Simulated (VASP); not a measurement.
# SnSe (P6_3mc) in VASP: a series of runs

Runs on SnSe. Level: PBE. Tasks: single point, relaxation of cell and atoms.

Program: VASP 6.6.1. These are calculated values, not measurements. Logs are shortened: lines on timing, memory, paths and dates and some standing lists are left out, and cuts for length are marked.

### 1 The cell of the first run

The structure is hexagonal, space group P6_3mc (No. 186). Conventional cell: a = 5.135 Å, b = 5.135 Å, c = 6.009 Å, α = 90.00°, β = 90.00°, γ = 120.00°. Within 3.9 Å of Sn (site symmetry 3m) lie 5 Se at 2.96 to 3.01 Å. Se (site symmetry 3m) has 5 Sn at 2.96 to 3.01 Å within 3.9 Å.

### 2 Single point, PBE

INCAR

```
  ALGO = Normal
  EDIFF = 1E-7
  ENCUT = 520
  GGA = PE
  ISIF = 2
  ISMEAR = -1
  LASPH = T
  LCHARG = F
  LREAL = F
  LWAVE = F
  NBANDS = 28
  NELM = 80
  PREC = Accurate
  SIGMA = 0.01
```

KPOINTS

```
k-points
0
Gamma
  6 6 3
```

POSCAR

```
SnSe
1.0
    5.1351063506      0.0000000000      0.0000000000
   -2.5675531753      4.4471325508      0.0000000000
    0.0000000000      0.0000000000      6.0086642851
Sn Se
2 2
Direct
    0.3333333333      0.6666666667     -0.0618808683
    0.6666666667      0.3333333333      0.4381191317
    0.3333333333      0.6666666667      0.4368808683
    0.6666666667      0.3333333333      0.9368808683
```

Potentials or basis: VASP PAW PBE potentials, release 64 (Sn_d, Se).

Run with:

```sh
cat potpaw_PBE.64/Sn_d/POTCAR potpaw_PBE.64/Se/POTCAR > POTCAR
mpirun -np 1 vasp_std > vasp.out
```

OUTCAR:

```text
EDIFF = 1E-7
   ENCUT = 520
   GGA = PE
   ISIF = 2
   ISMEAR = -1
   LASPH = T
   LREAL = F
   NELM = 80
   PREC = Accurate

 ion  position               nearest neighbor table
   1  0.333  0.667  0.938-   4 2.96   4 2.96   4 2.96   3 3.00   3 3.01
   2  0.667  0.333  0.438-   3 2.96   3 2.96   3 2.96   4 3.00   4 3.01
   3  0.333  0.667  0.437-   2 2.96   2 2.96   2 2.96   1 3.00   1 3.01
   4  0.667  0.333  0.937-   1 2.96   1 2.96   1 2.96   2 3.00   2 3.01

  LATTYP: Found a hexagonal cell.
 ALAT       =     5.1351063506
 C/A-ratio  =     1.1701148671

  Lattice vectors:

 A1 = (   5.1351063506,   0.0000000000,   0.0000000000)
 A2 = (  -2.5675531753,   4.4471325508,   0.0000000000)
 A3 = (   0.0000000000,   0.0000000000,   6.0086642851)

Analysis of symmetry for initial positions (statically):
=====================================================================
 Subroutine PRICEL returns:
 Original cell was already a primitive cell.

 Routine SETGRP: Setting up the symmetry group for a
 hexagonal supercell.

 Subroutine GETGRP returns: Found 12 space group operations
 (whereof  6 operations were pure point group operations)
 out of a pool of 24 trial point group operations.

The static configuration has the point symmetry C_3v.
 The point group associated with its full space group is C_6v.

Analysis of symmetry for dynamics (positions and initial velocities):
=====================================================================
 Subroutine PRICEL returns:
 Original cell was already a primitive cell.

 Routine SETGRP: Setting up the symmetry group for a
 hexagonal supercell.

 Subroutine GETGRP returns: Found 12 space group operations
 (whereof  6 operations were pure point group operations)
 out of a pool of 24 trial point group operations.

The dynamic configuration has the point symmetry C_3v.
 The point group associated with its full space group is C_6v.

 Subroutine INISYM returns: Found 12 space group operations
 (whereof  6 operations are pure point group operations),
 and found     1 'primitive' translations

----------------------------------------------------------------------------------------

                                     Primitive cell

  volume of cell :     137.2169

  direct lattice vectors                    reciprocal lattice vectors
     5.135106351  0.000000000  0.000000000     0.194737934  0.112431998  0.000000000
    -2.567553175  4.447132551  0.000000000     0.000000000  0.224863997  0.000000000
     0.000000000  0.000000000  6.008664285     0.000000000  0.000000000  0.166426339

  length of vectors
     5.135106351  5.135106351  6.008664285     0.224863997  0.224863997  0.166426339

  position of ions in fractional coordinates (direct lattice)
     0.333333333  0.666666667  0.938119132
     0.666666667  0.333333333  0.438119132
     0.333333333  0.666666667  0.436880868
     0.666666667  0.333333333  0.936880868

  ion indices of the primitive-cell ions
   primitive index   ion index
                 1           1
                 2           2
                 3           3
                 4           4

----------------------------------------------------------------------------------------

 KPOINTS: k-points

Automatic generation of k-mesh.
 Grid dimensions read from file:
 generate k-points for:    6    6    3

 Generating k-lattice:

  Cartesian coordinates                     Fractional coordinates (reciprocal lattice)
     0.032456322  0.018738666  0.000000000     0.166666667  0.000000000  0.000000000
     0.000000000  0.037477333  0.000000000     0.000000000  0.166666667  0.000000000
     0.000000000  0.000000000  0.055475446     0.000000000  0.000000000  0.333333333

  Length of vectors
     0.037477333  0.037477333  0.055475446

  Shift w.r.t. Gamma in fractional coordinates (k-lattice)
     0.000000000  0.000000000  0.000000000

 Subroutine IBZKPT returns following result:
 ===========================================

 Found     14 irreducible k-points:

 Following reciprocal coordinates:
            Coordinates               Weight
  0.000000  0.000000  0.000000      1.000000
  0.166667  0.000000  0.000000      6.000000
  0.333333  0.000000  0.000000      6.000000
  0.500000  0.000000  0.000000      3.000000
  0.166667  0.166667  0.000000      6.000000
  0.333333  0.166667  0.000000     12.000000
  0.333333  0.333333  0.000000      2.000000
  0.000000  0.000000  0.333333      2.000000
  0.166667  0.000000  0.333333     12.000000
  0.333333  0.000000  0.333333     12.000000
  0.500000  0.000000  0.333333      6.000000
  0.166667  0.166667  0.333333     12.000000
  0.333333  0.166667  0.333333     24.000000
  0.333333  0.333333  0.333333      4.000000
   k-points           NKPTS =     14   k-points in BZ     NKDIM =     14   number of bands    NBANDS=     28
   number of dos      NEDOS =    301   number of ions     NIONS =      4
   total plane-waves  NPLWV =  76800
   dimension x,y,z NGX =    40 NGY =   40 NGZ =   48
   dimension x,y,z NGXF=    80 NGYF=   80 NGZF=   96
   ions per type =               2   2
   NGX,Y,Z   is equivalent  to a cutoff of  12.95, 12.95, 13.28 a.u.
   NGXF,Y,Z  is equivalent  to a cutoff of  25.90, 25.90, 26.56 a.u.
 SYSTEM =  unknown system
   PREC   = accura    normal or accurate (medium, high low for compatibility)
   ISTART =      0    job   : 0-new  1-cont  2-samecut
   ICHARG =      2    charge: 1-file 2-atom 10-const
   ISPIN  =      1    spin polarized calculation?
   LNONCOLLINEAR =      F non collinear calculations
   LSORBIT =      F    spin-orbit coupling
   LASPH  =      T    aspherical Exc in radial PAW
   ENCUT  =  520.0 eV  38.22 Ry    6.18 a.u.   9.55  9.55 11.17*2*pi/ulx,y,z
   NELM   =     80;   NELMIN=  2; NELMDL= -5     # of ELM steps
   EDIFF  = 0.1E-06   stopping-criterion for ELM
   LREAL  =      F    real-space projection
   EDIFFG = 0.1E-05   stopping-criterion for IOM
   NSW    =      0    number of steps for IOM
   IBRION =     -1    ionic relax: 0-MD 1-quasi-New 2-CG
   NFREE  =      0    steps in history (QN), initial steepest desc. (CG)
   ISIF   =      2    stress and relaxation
   ISYM   =      2    0-nonsym 1-usesym 2-fastsym
   POTIM  = 0.5000    time-step for ionic-motion
   TEBEG  =    0.0;   TEEND  =   0.0 temperature during run
   PSTRESS=    0.0 pullay stress
   NELECT =      40.0000    total number of electrons
   NUPDOWN=      -1.0000    fix difference up-down
   EMIN   =  10.00;   EMAX   =-10.00  energy-range for DOS
   EFERMI =   0.00;   METHOD = LEGACY
   ISMEAR =    -1;   SIGMA  =   0.01  broadening in eV -4-tet -1-fermi 0-gaus
   EFERMI_NEDOS =   21; number of points for ismear=-14 and -15
   IALGO  =     38    algorithm
   IMIX   =      4    mixing-type and parameters
     AMIX     =   0.40;   BMIX     =  1.00
     AMIX_MAG =   1.60;   BMIX_MAG =  1.00
  volume/ion in A,a.u.               =      34.30       231.50
  Fermi-wavevector in a.u.,A,eV,Ry     =   1.085490  2.051278 16.031578  1.178288
  Thomas-Fermi vector in A             =   2.221604
   LORBIT       =      0    0 simple, 1 ext, 2 COOP (PROOUT), +10 PAW based schemes
   GGA     = PE    functional components
   LHFCALC =     F    Hartree Fock is set to
   AEXX    =    0.0000 exact exchange contribution
   IVDW    =     0    specifies the selected vdW correction
   LEPSILON=     F    determine dielectric tensor
   LRPA    =     F    only Hartree local field effects (RPA)
 non-spin polarized calculation
  energy-cutoff  :      520.00
  volume of cell :      137.22
 maximum number of plane-waves:      3712
 NGX is ok and might be reduce to    40
   NGX = 19   NGY = 19   NGZ = 23

 number of electron      40.0000005 magnetization

 Free energy of the ion-electron system (eV)
  ---------------------------------------------------
  ext. energy  EPLUGINS =         0.00000000
  ---------------------------------------------------
  free energy    TOTEN  =       -16.14544519 eV

  energy without entropy =      -16.14544519  energy(sigma->0) =      -16.14544519

 E-fermi :   3.6498     XC(G=0):  -8.2839

 val. band max:        3.3797823911   @ k =   0.3333   0.3333   0.3333
 cond. band min:       4.6333947169   @ k =   0.1667   0.1667   0.0000
 fundamental gap:      1.2536123258
 Fermi energy:         3.6498317404

 k-point     1 :       0.0000    0.0000    0.0000
  band No.  band energies     occupation
      1     -18.0287      2.00000
      2     -18.0287      2.00000
      3     -18.0281      2.00000
      4     -18.0281      2.00000
      5     -18.0111      2.00000
      6     -18.0023      2.00000
[... 20 lines left out ...]
     27       9.2631      0.00000
     28       9.2631      0.00000

 k-point     2 :       0.1667    0.0000    0.0000
  band No.  band energies     occupation
      1     -18.0310      2.00000
      2     -18.0288      2.00000
      3     -18.0284      2.00000
      4     -18.0268      2.00000
      5     -18.0077      2.00000
      6     -18.0028      2.00000
[... 20 lines left out ...]
     27       9.0734      0.00000
     28       9.1571      0.00000

 k-point     3 :       0.3333    0.0000    0.0000
  band No.  band energies     occupation
      1     -18.0341      2.00000
      2     -18.0295      2.00000
      3     -18.0282      2.00000
      4     -18.0248      2.00000
      5     -18.0037      2.00000
      6     -18.0014      2.00000
[... 20 lines left out ...]
     27       8.7752      0.00000
     28       9.6624      0.00000

 k-point     4 :       0.5000    0.0000    0.0000
  band No.  band energies     occupation
      1     -18.0353      2.00000
      2     -18.0301      2.00000
      3     -18.0278      2.00000
      4     -18.0239      2.00000
      5     -18.0042      2.00000
      6     -17.9999      2.00000
[... 20 lines left out ...]
     27       8.8249      0.00000
     28       9.2864      0.00000

 k-point     5 :       0.1667    0.1667    0.0000
  band No.  band energies     occupation
      1     -18.0327      2.00000
      2     -18.0305      2.00000
      3     -18.0277      2.00000
      4     -18.0253      2.00000
      5     -18.0037      2.00000
      6     -18.0030      2.00000
[... 20 lines left out ...]
     27       9.1542      0.00000
     28      10.1507      0.00000

 k-point     6 :       0.3333    0.1667    0.0000
  band No.  band energies     occupation
      1     -18.0342      2.00000
      2     -18.0310      2.00000
      3     -18.0282      2.00000
      4     -18.0238      2.00000
      5     -18.0047      2.00000
      6     -17.9989      2.00000
[... 20 lines left out ...]
     27       8.7954      0.00000
     28       9.3829      0.00000

 k-point     7 :       0.3333    0.3333    0.0000
  band No.  band energies     occupation
      1     -18.0326      2.00000
      2     -18.0326      2.00000
      3     -18.0288      2.00000
      4     -18.0232      2.00000
      5     -18.0052      2.00000
      6     -17.9957      2.00000
[... 20 lines left out ...]
     27       8.4208      0.00000
     28       9.5889      0.00000

 k-point     8 :       0.0000    0.0000    0.3333
  band No.  band energies     occupation
      1     -18.0293      2.00000
      2     -18.0293      2.00000
      3     -18.0292      2.00000
      4     -18.0292      2.00000
      5     -18.0036      2.00000
      6     -17.9978      2.00000
[... 20 lines left out ...]
     27       8.7250      0.00000
     28      10.2301      0.00000

 k-point     9 :       0.1667    0.0000    0.3333
  band No.  band energies     occupation
      1     -18.0304      2.00000
      2     -18.0292      2.00000
      3     -18.0290      2.00000
      4     -18.0281      2.00000
      5     -18.0019      2.00000
      6     -17.9984      2.00000
[... 20 lines left out ...]
     27       9.4306      0.00000
     28      10.4767      0.00000

 k-point    10 :       0.3333    0.0000    0.3333
  band No.  band energies     occupation
      1     -18.0319      2.00000
      2     -18.0296      2.00000
      3     -18.0278      2.00000
      4     -18.0263      2.00000
      5     -17.9993      2.00000
      6     -17.9991      2.00000
[... 20 lines left out ...]
     27       9.8843      0.00000
     28      10.0994      0.00000

 k-point    11 :       0.5000    0.0000    0.3333
  band No.  band energies     occupation
      1     -18.0325      2.00000
      2     -18.0299      2.00000
      3     -18.0272      2.00000
      4     -18.0254      2.00000
      5     -17.9996      2.00000
      6     -17.9993      2.00000
[... 20 lines left out ...]
     27       9.4281      0.00000
     28       9.5989      0.00000

 k-point    12 :       0.1667    0.1667    0.3333
  band No.  band energies     occupation
      1     -18.0311      2.00000
      2     -18.0300      2.00000
      3     -18.0279      2.00000
      4     -18.0268      2.00000
      5     -17.9997      2.00000
      6     -17.9990      2.00000
[... 20 lines left out ...]
     27       9.7285      0.00000
     28      10.1092      0.00000

 k-point    13 :       0.3333    0.1667    0.3333
  band No.  band energies     occupation
      1     -18.0318      2.00000
      2     -18.0302      2.00000
      3     -18.0275      2.00000
      4     -18.0254      2.00000
      5     -17.9998      2.00000
      6     -17.9991      2.00000
[... 20 lines left out ...]
     27       9.3221      0.00000
     28       9.3933      0.00000

 k-point    14 :       0.3333    0.3333    0.3333
  band No.  band energies     occupation
      1     -18.0310      2.00000
      2     -18.0310      2.00000
      3     -18.0276      2.00000
      4     -18.0249      2.00000
      5     -18.0002      2.00000
      6     -17.9985      2.00000
[... 20 lines left out ...]
     27       9.3351      0.00000
     28       9.3864      0.00000

------------------------ aborting loop because EDIFF is reached ----------------------------------------

  FORCE on cell =-STRESS in cart. coord.  units (eV):
  Direction    XX          YY          ZZ          XY          YZ          ZX
  --------------------------------------------------------------------------------------
  -------------------------------------------------------------------------------------
  Total        0.0057138      0.0057138     -0.0016063      0.0000000      0.0000000      0.0000000
  in kB        0.0667155      0.0667155     -0.0187558      0.0000000      0.0000000      0.0000000
  external PRESSURE =       0.0382251 kB  Pullay stress =       0.0000000 kB

 VOLUME and BASIS-vectors are now :
 -----------------------------------------------------------------------------
  energy-cutoff  :      520.00
  volume of cell :      137.22
      direct lattice vectors                 reciprocal lattice vectors
     5.135106351  0.000000000  0.000000000     0.194737934  0.112431998  0.000000000
    -2.567553175  4.447132551  0.000000000     0.000000000  0.224863997  0.000000000
     0.000000000  0.000000000  6.008664285     0.000000000  0.000000000  0.166426339

 POSITION                                       TOTAL-FORCE (eV/Angst)
 -----------------------------------------------------------------------------------
     -0.00000      2.96476      5.63684        -0.000000      0.000000     -0.002509
      2.56755      1.48238      2.63251         0.000000     -0.000000     -0.002509
     -0.00000      2.96476      2.62507         0.000000      0.000000      0.002509
      2.56755      1.48238      5.62940        -0.000000      0.000000      0.002509
 -----------------------------------------------------------------------------------
    total drift:                               -0.000000      0.000000     -0.000268

  FREE ENERGIE OF THE ION-ELECTRON SYSTEM (eV)
  ---------------------------------------------------
  free  energy   TOTEN  =       -16.1454451887 eV

  energy  without entropy=      -16.1454451887  energy(sigma->0) =      -16.14544519
```

Wall time 95 s (1 thread of Intel Xeon 8259CL, shared host); peak memory 0.27 GiB.

Results:

```
Free energy            : -16.1454 eV
Pressure               : 0.0 GPa
Band gap on the k mesh : 1.25 eV (least direct gap 1.62 eV)
```

Forces in eV/Å, atoms in the order of the input:
```
Sn   0.000  0.000 -0.003
Sn   0.000  0.000 -0.003
Se   0.000  0.000  0.003
Se   0.000  0.000  0.003
```

Levels at points of the mesh, in eV from the valence-band top:
```csv
k point,band 18,band 19,band 20,band 21,band 22,band 23
"(0.00, 0.00, 0.00)",-2.02,-1.91,-1.91,1.39,1.39,2.99
"(0.50, 0.00, 0.00)",-2.22,-2.06,-0.44,2.37,3.20,3.63
```

Caveat: spin-orbit coupling is left out, which moves the levels of the heavy elements; an odd mesh through Γ misses points on the zone boundary, where band edges can lie.

[end of part 1 of 2]
